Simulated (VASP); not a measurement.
# Li (Fm-3m) in VASP: notebook

The runs below take Li through single point, relaxation of volume and atoms at fixed shape, with PBEsol.

All numbers are computed with VASP 6.6.1; they aren't measurements. Logs are shortened: lines on timing, memory, paths and dates and some standing lists are left out, and cuts for length are marked.

**1. The cell of the first run**

Symmetry: Fm-3m, No. 225, cubic system. Conventional cell: a = 4.320 Å, b = 4.320 Å, c = 4.320 Å, α = 90.00°, β = 90.00°, γ = 90.00°. Within 4.0 Å of Li (site symmetry m-3m) lie 12 Li at 3.05 Å.

This isn't the form of Li at room conditions, which is bcc.

**2. Single point, PBEsol**

Contents of INCAR:

```
ALGO = Normal ; EDIFF = 1E-6
ENCUT = 750 ; GGA = PS
GGA_COMPAT = F ; ISIF = 2
ISMEAR = 0 ; LASPH = T
LCHARG = F ; LREAL = F
LWAVE = F ; NBANDS = 8
NELM = 120 ; PREC = Accurate
SIGMA = 0.05
```

Contents of KPOINTS:

```
k-points
0
Gamma
  10 10 10
```

Contents of POSCAR:

```
Li
1.0
    0.0000000000      2.1601302202      2.1601302202
    2.1601302202      0.0000000000      2.1601302202
    2.1601302202      2.1601302202      0.0000000000
Li
1
Direct
    0.0000000000      0.0000000000      0.0000000000
```

Potentials or basis: VASP PAW PBE potentials, release 64 (Li_sv).

Launch:

```console
> cat potpaw_PBE.64/Li_sv/POTCAR > POTCAR
> mpirun -np 1 vasp_std > vasp.out
```

OUTCAR:

```text
EDIFF = 1E-6
   ENCUT = 750
   GGA = PS
   ISIF = 2
   ISMEAR = 0
   LASPH = T
   LREAL = F
   NELM = 120
   PREC = Accurate

 ion  position               nearest neighbor table
   1  0.000  0.000  0.000-

  LATTYP: Found a face centered cubic cell.
 ALAT       =     4.3202604404

  Lattice vectors:

 A1 = (   0.0000000000,   2.1601302202,   2.1601302202)
 A2 = (   2.1601302202,   0.0000000000,   2.1601302202)
 A3 = (   2.1601302202,   2.1601302202,   0.0000000000)

Analysis of symmetry for initial positions (statically):
=====================================================================
 Subroutine PRICEL returns:
 Original cell was already a primitive cell.

 Routine SETGRP: Setting up the symmetry group for a
 face centered cubic supercell.

 Subroutine GETGRP returns: Found 48 space group operations
 (whereof 48 operations were pure point group operations)
 out of a pool of 48 trial point group operations.

The static configuration has the point symmetry O_h .

Analysis of symmetry for dynamics (positions and initial velocities):
=====================================================================
 Subroutine PRICEL returns:
 Original cell was already a primitive cell.

 Routine SETGRP: Setting up the symmetry group for a
 face centered cubic supercell.

 Subroutine GETGRP returns: Found 48 space group operations
 (whereof 48 operations were pure point group operations)
 out of a pool of 48 trial point group operations.

The dynamic configuration has the point symmetry O_h .

 Subroutine INISYM returns: Found 48 space group operations
 (whereof 48 operations are pure point group operations),
 and found     1 'primitive' translations

----------------------------------------------------------------------------------------

                                     Primitive cell

  volume of cell :      20.1590

  direct lattice vectors                    reciprocal lattice vectors
     0.000000000  2.160130220  2.160130220    -0.231467527  0.231467527  0.231467527
     2.160130220  0.000000000  2.160130220     0.231467527 -0.231467527  0.231467527
     2.160130220  2.160130220  0.000000000     0.231467527  0.231467527 -0.231467527

  length of vectors
     3.054885454  3.054885454  3.054885454     0.400913517  0.400913517  0.400913517

  position of ions in fractional coordinates (direct lattice)
     0.000000000  0.000000000  0.000000000

  ion indices of the primitive-cell ions
   primitive index   ion index
                 1           1

----------------------------------------------------------------------------------------

 KPOINTS: k-points

Automatic generation of k-mesh.
 Grid dimensions read from file:
 generate k-points for:   10   10   10

 Generating k-lattice:

  Cartesian coordinates                     Fractional coordinates (reciprocal lattice)
    -0.023146753  0.023146753  0.023146753     0.100000000  0.000000000  0.000000000
     0.023146753 -0.023146753  0.023146753     0.000000000  0.100000000  0.000000000
     0.023146753  0.023146753 -0.023146753     0.000000000  0.000000000  0.100000000

  Length of vectors
     0.040091352  0.040091352  0.040091352

  Shift w.r.t. Gamma in fractional coordinates (k-lattice)
     0.000000000  0.000000000  0.000000000

 Subroutine IBZKPT returns following result:
 ===========================================

 Found     47 irreducible k-points:

 Following reciprocal coordinates:
            Coordinates               Weight
  0.000000  0.000000  0.000000      1.000000
  0.100000  0.000000  0.000000      8.000000
  0.200000  0.000000  0.000000      8.000000
  0.300000  0.000000  0.000000      8.000000
  0.400000  0.000000  0.000000      8.000000
  0.500000  0.000000  0.000000      4.000000
[... 16 lines left out ...]
  0.300000  0.300000  0.000000      6.000000
  0.400000  0.300000  0.000000     24.000000
 [... further k-points ...]
   k-points           NKPTS =     47   k-points in BZ     NKDIM =     47   number of bands    NBANDS=      8
   number of dos      NEDOS =    301   number of ions     NIONS =      1
   total plane-waves  NPLWV =  21952
   dimension x,y,z NGX =    28 NGY =   28 NGZ =   28
   dimension x,y,z NGXF=    56 NGYF=   56 NGZF=   56
   ions per type =               1
   NGX,Y,Z   is equivalent  to a cutoff of  15.24, 15.24, 15.24 a.u.
   NGXF,Y,Z  is equivalent  to a cutoff of  30.48, 30.48, 30.48 a.u.
 SYSTEM =  unknown system
   PREC   = accura    normal or accurate (medium, high low for compatibility)
   ISTART =      0    job   : 0-new  1-cont  2-samecut
   ICHARG =      2    charge: 1-file 2-atom 10-const
   ISPIN  =      1    spin polarized calculation?
   LNONCOLLINEAR =      F non collinear calculations
   LSORBIT =      F    spin-orbit coupling
   LASPH  =      T    aspherical Exc in radial PAW
   ENCUT  =  750.0 eV  55.12 Ry    7.42 a.u.   6.82  6.82  6.82*2*pi/ulx,y,z
   NELM   =    120;   NELMIN=  2; NELMDL= -5     # of ELM steps
   EDIFF  = 0.1E-05   stopping-criterion for ELM
   LREAL  =      F    real-space projection
   EDIFFG = 0.1E-04   stopping-criterion for IOM
   NSW    =      0    number of steps for IOM
   IBRION =     -1    ionic relax: 0-MD 1-quasi-New 2-CG
   NFREE  =      0    steps in history (QN), initial steepest desc. (CG)
   ISIF   =      2    stress and relaxation
   ISYM   =      2    0-nonsym 1-usesym 2-fastsym
   POTIM  = 0.5000    time-step for ionic-motion
   TEBEG  =    0.0;   TEEND  =   0.0 temperature during run
   PSTRESS=    0.0 pullay stress
   NELECT =       3.0000    total number of electrons
   NUPDOWN=      -1.0000    fix difference up-down
   EMIN   =  10.00;   EMAX   =-10.00  energy-range for DOS
   EFERMI =   0.00;   METHOD = LEGACY
   ISMEAR =     0;   SIGMA  =   0.05  broadening in eV -4-tet -1-fermi 0-gaus
   EFERMI_NEDOS =   21; number of points for ismear=-14 and -15
   IALGO  =     38    algorithm
   IMIX   =      4    mixing-type and parameters
     AMIX     =   0.40;   BMIX     =  1.00
     AMIX_MAG =   1.60;   BMIX_MAG =  1.00
  volume/ion in A,a.u.               =      20.16       136.04
  Fermi-wavevector in a.u.,A,eV,Ry     =   0.867545  1.639422 10.240210  0.752634
  Thomas-Fermi vector in A             =   1.986094
   LORBIT       =      0    0 simple, 1 ext, 2 COOP (PROOUT), +10 PAW based schemes
   GGA     = PS    functional components
   LHFCALC =     F    Hartree Fock is set to
   AEXX    =    0.0000 exact exchange contribution
   IVDW    =     0    specifies the selected vdW correction
   LEPSILON=     F    determine dielectric tensor
   LRPA    =     F    only Hartree local field effects (RPA)
 non-spin polarized calculation
 Gauss-broadening in eV      SIGMA  =   0.05
  energy-cutoff  :      750.00
  volume of cell :       20.16
 maximum number of plane-waves:       960
   NGX = 13   NGY = 13   NGZ = 13

 number of electron       2.9999999 magnetization

 Free energy of the ion-electron system (eV)
  ---------------------------------------------------
  ext. energy  EPLUGINS =         0.00000000
  ---------------------------------------------------
  free energy    TOTEN  =        -1.96771173 eV

  energy without entropy =       -1.96637500  energy(sigma->0) =       -1.96704336

 E-fermi :   0.6042     XC(G=0):  -7.0312

 val. band max:        0.3944849960   @ k =  -0.4000   0.1000   0.0000
 cond. band min:       0.6200549629   @ k =   0.5000   0.3000   0.1000
 fundamental gap:      0.2255699669
 Fermi energy:         0.6042064103

 k-point     1 :       0.0000    0.0000    0.0000
  band No.  band energies     occupation
      1     -45.2516      2.00000
      2      -2.9324      2.00000
      3      15.0710      0.00000
      4      15.0710      0.00000
      5      15.0711      0.00000
      6      18.9229      0.00000
      7      18.9229      0.00000
      8      18.9229      0.00000

 k-point     2 :       0.1000    0.0000    0.0000
  band No.  band energies     occupation
      1     -45.2497      2.00000
      2      -2.7528      2.00000
      3      13.2788      0.00000
      4      14.6958      0.00000
      5      14.6958      0.00000
      6      18.1314      0.00000
      7      19.5897      0.00000
      8      19.5897      0.00000

 k-point     3 :       0.2000    0.0000    0.0000
  band No.  band energies     occupation
      1     -45.2448      2.00000
      2      -2.2153      2.00000
      3      10.1646      0.00000
      4      14.0693      0.00000
      5      14.0693      0.00000
      6      18.4650      0.00000
      7      19.9980      0.00000
      8      19.9980      0.00000

 k-point     4 :       0.3000    0.0000    0.0000
  band No.  band energies     occupation
      1     -45.2388      2.00000
      2      -1.3306      2.00000
      3       7.2312      0.00000
      4      13.6140      0.00000
      5      13.6140      0.00000
      6      18.5733      0.00000
      7      18.7059      0.00000
      8      18.7059      0.00000

 k-point     5 :       0.4000    0.0000    0.0000
  band No.  band energies     occupation
      1     -45.2339      2.00000
      2      -0.1789      2.00000
      3       4.8099      0.00000
      4      13.3934      0.00000
      5      13.3935      0.00000
      6      17.6482      0.00000
      7      17.6482      0.00000
      8      18.0957      0.00000

 k-point     6 :       0.5000    0.0000    0.0000
  band No.  band energies     occupation
      1     -45.2321      2.00000
      2       0.6215      0.62553
      3       3.5808      0.00000
      4      13.3382      0.00000
      5      13.3383      0.00000
      6      17.2634      0.00000
      7      17.2634      0.00000
      8      17.8798      0.00000

 k-point     7 :       0.1000    0.1000    0.0000
  band No.  band energies     occupation
      1     -45.2491      2.00000
      2      -2.6926      2.00000
      3      13.6986      0.00000
      4      13.6986      0.00000
      5      15.0590      0.00000
      6      16.4283      0.00000
      7      20.2712      0.00000
      8      20.7419      0.00000

 k-point     8 :       0.2000    0.1000    0.0000
  band No.  band energies     occupation
      1     -45.2452      2.00000
      2      -2.2726      2.00000
      3      11.2543      0.00000
      4      12.8337      0.00000
      5      14.8477      0.00000
      6      16.5094      0.00000
      7      18.2621      0.00000
      8      21.7017      0.00000

 k-point     9 :       0.3000    0.1000    0.0000
  band No.  band energies     occupation
      1     -45.2396      2.00000
      2      -1.4968      2.00000
      3       8.2596      0.00000
      4      12.3129      0.00000
      5      14.1948      0.00000
      6      15.9610      0.00000
      7      18.8636      0.00000
      8      20.9910      0.00000

 k-point    10 :       0.4000    0.1000    0.0000
  band No.  band energies     occupation
      1     -45.2343      2.00000
      2      -0.4027      2.00000
      3       5.6379      0.00000
      4      12.1869      0.00000
      5      13.2658      0.00000
      6      15.4152      0.00000
      7      19.6126      0.00000
      8      20.6054      0.00000
[... 78 lines left out ...]
 k-point    18 :       0.4000    0.2000    0.0000
  band No.  band energies     occupation
      1     -45.2331      2.00000
      2      -0.2896      2.00000
      3       6.7691      0.00000
      4      10.8936      0.00000
      5      11.2977      0.00000
      6      14.7144      0.00000
      7      18.0289      0.00000
      8      22.5607      0.00000

 k-point    19 :       0.5000    0.2000    0.0000
  band No.  band energies     occupation
      1     -45.2299      2.00000
      2       0.9550      0.00000
      3       4.5204      0.00000
      4      10.2168      0.00000
      5      11.0912      0.00000
      6      14.9007      0.00000
      7      20.4269      0.00000
      8      21.3452      0.00000

 k-point    20 :      -0.4000    0.2000    0.0000
  band No.  band energies     occupation
      1     -45.2295      2.00000
      2       1.3182      0.00000
      3       3.9552      0.00000
      4       9.5799      0.00000
      5      11.7115      0.00000
      6      15.3011      0.00000
      7      20.5315      0.00000
      8      22.2350      0.00000

 k-point    21 :      -0.3000    0.2000    0.0000
  band No.  band energies     occupation
      1     -45.2321      2.00000
      2       0.1183      2.00000
      3       5.7098      0.00000
      4       9.4241      0.00000
      5      12.7089      0.00000
      6      16.0256      0.00000
      7      20.1416      0.00000
      8      21.2584      0.00000

 k-point    22 :      -0.2000    0.2000    0.0000
  band No.  band energies     occupation
      1     -45.2367      2.00000
      2      -1.0089      2.00000
      3       7.8201      0.00000
      4      10.0015      0.00000
      5      13.9265      0.00000
      6      17.1138      0.00000
      7      19.8081      0.00000
      8      19.9135      0.00000

 k-point    23 :       0.3000    0.3000    0.0000
  band No.  band energies     occupation
      1     -45.2346      2.00000
      2      -0.7529      2.00000
      3      10.3216      0.00000
      4      10.3216      0.00000
      5      10.7262      0.00000
      6      12.5807      0.00000
      7      15.7591      0.00000
      8      26.4715      0.00000

 k-point    24 :       0.4000    0.3000    0.0000
  band No.  band energies     occupation
      1     -45.2308      2.00000
      2       0.1491      2.00000
      3       8.0638      0.00000
      4       9.3190      0.00000
      5       9.9430      0.00000
      6      13.3852      0.00000
      7      16.2056      0.00000
      8      25.9804      0.00000

 [... further k-points ...]

------------------------ aborting loop because EDIFF is reached ----------------------------------------

  FORCE on cell =-STRESS in cart. coord.  units (eV):
  Direction    XX          YY          ZZ          XY          YZ          ZX
  --------------------------------------------------------------------------------------
  -------------------------------------------------------------------------------------
  Total       -0.0095799     -0.0095799     -0.0095799     -0.0000000      0.0000000      0.0000000
  in kB       -0.7613789     -0.7613789     -0.7613789     -0.0000000      0.0000000      0.0000000
  external PRESSURE =      -0.7613789 kB  Pullay stress =       0.0000000 kB

 VOLUME and BASIS-vectors are now :
 -----------------------------------------------------------------------------
  energy-cutoff  :      750.00
  volume of cell :       20.16
      direct lattice vectors                 reciprocal lattice vectors
     0.000000000  2.160130220  2.160130220    -0.231467527  0.231467527  0.231467527
     2.160130220  0.000000000  2.160130220     0.231467527 -0.231467527  0.231467527
     2.160130220  2.160130220  0.000000000     0.231467527  0.231467527 -0.231467527

 POSITION                                       TOTAL-FORCE (eV/Angst)
 -----------------------------------------------------------------------------------
      0.00000      0.00000      0.00000        -0.000000     -0.000000      0.000000
 -----------------------------------------------------------------------------------
    total drift:                               -0.000000     -0.000000     -0.000000

  FREE ENERGIE OF THE ION-ELECTRON SYSTEM (eV)
  ---------------------------------------------------
  free  energy   TOTEN  =        -1.9677117321 eV

  energy  without entropy=       -1.9663749955  energy(sigma->0) =       -1.96704336
```

It took 4.8 s on 1 thread of Intel Xeon Platinum 8488C (Sapphire Rapids), shared host; peak memory 0.14 GiB.

Results:

| Property | Result |
| --- | --- |
| Free energy | -1.9677 eV |
| Pressure | -0.1 GPa |
| Band gap on the k mesh | zero (an odd number of electrons rules out a gap without spin polarisation) |

Caveat: the PAW data sets were made with another functional, which shifts forces and pressure a little.

**3. Relaxation of volume and atoms at fixed shape, PBEsol**

This run uses another cell than the first one, of 21.59 Å³/atom.

Contents of INCAR:

```
SYSTEM = Li
ALGO = Normal ; EDIFF = 1E-7
EDIFFG = -0.01 ; ENCUT = 750
GGA = PS ; GGA_COMPAT = .False.
IBRION = 2 ; ISIF = 8
ISMEAR = 0 ; LASPH = .True.
LCHARG = .False. ; LREAL = .False.
LWAVE = .False. ; NELM = 120
NELMIN = 4 ; NSW = 80
PREC = Accurate ; SIGMA = 0.05
```

Contents of KPOINTS:

```
k-points
0
Gamma
  10 10 10
  0 0 0
```

Contents of POSCAR:

```
Li
1.0
    0.0000000000      2.2100000000      2.2100000000
    2.2100000000      0.0000000000      2.2100000000
    2.2100000000      2.2100000000      0.0000000000
Li
1
Direct
    0.0000000000      0.0000000000      0.0000000000
```

Potentials or basis: VASP PAW PBE potentials, release 64 (Li_sv).

Launch:

```console
> cat potpaw_PBE.64/Li_sv/POTCAR > POTCAR
> mpirun -np 1 vasp_std > vasp.out
```

It took 9.6 s on 1 thread of Intel Xeon Platinum 8488C (Sapphire Rapids), shared host; peak memory 0.14 GiB.

It converged, with:

* Free energy: -1.9686 eV
* Relaxed volume: 20.20 Å³/atom
* Relaxed cell: a = 3.057 Å, b = 3.057 Å, c = 3.057 Å, α = 60.00°, β = 60.00°, γ = 60.00°
* Space group after relaxing (to 0.1 Å): Fm-3m (No. 225)
* Energy gained by relaxing: 4.4 meV/atom
* Ionic steps: 3
* Pressure after relaxing: -0.1 GPa
* Band gap on the k mesh: zero (an odd number of electrons rules out a gap without spin polarisation)

Step by step:
```
step  energy change (eV)  largest force (eV/Å)  pressure (GPa)  volume (Å³)
   1              0.0000                0.0000           -0.91        21.59
   2             -0.0019                0.0000           -0.70        21.21
   3             -0.0044                0.0000           -0.08        20.20
```

Final structure:
```yaml
crystal:
  lattice:
    - [0.00000, 2.16175, 2.16175]
    - [2.16175, 0.00000, 2.16175]
    - [2.16175, 2.16175, 0.00000]
  atoms:
    - { symbol: Li, position: [0.00000, 0.00000, 0.00000] }
```

Levels at points of the mesh, in eV from the Fermi level:
```tsv
k point	band 1	band 2	band 3	band 4	band 5
(0.00, 0.00, 0.00)	-45.86	-3.53	14.44	14.44	14.44
(0.50, 0.00, 0.00)	-45.84	0.02	2.97	12.72	12.72
(0.50, 0.50, 0.00)	-45.83	1.57	4.75	8.50	8.50
```

Caveat: the PAW data sets were made with another functional, which shifts forces and pressure a little.
